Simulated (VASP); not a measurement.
The system is Al.

```
CELL_PARAMETERS angstrom
0.00000 2.02398 1.86206
2.02398 0.00000 1.86206
2.02398 2.02398 0.00000
ATOMIC_POSITIONS crystal
Al 0.00000 0.00000 0.00000
```

Base run:

* Program: VASP 6.6.1
* Functional: revPBE
* Potentials or basis: VASP PAW PBE potentials, release 64 (Al)
* Cutoff: 520 eV
* k mesh: 20 × 20 × 20
* Occupations: gaussian, width 0.15 eV
* Spin: no spin polarisation

Its results: pressure 9.0 GPa.

Q: The run is repeated on the same cell with these changes: functional from revPBE to PBEsol. What comes out?

A: Pressure 6.2 GPa.

PBEsol binds more tightly than revPBE, so the same cell stands under less pressure.

Caveats: the PAW data sets were made with another functional, which shifts forces and pressure a little.
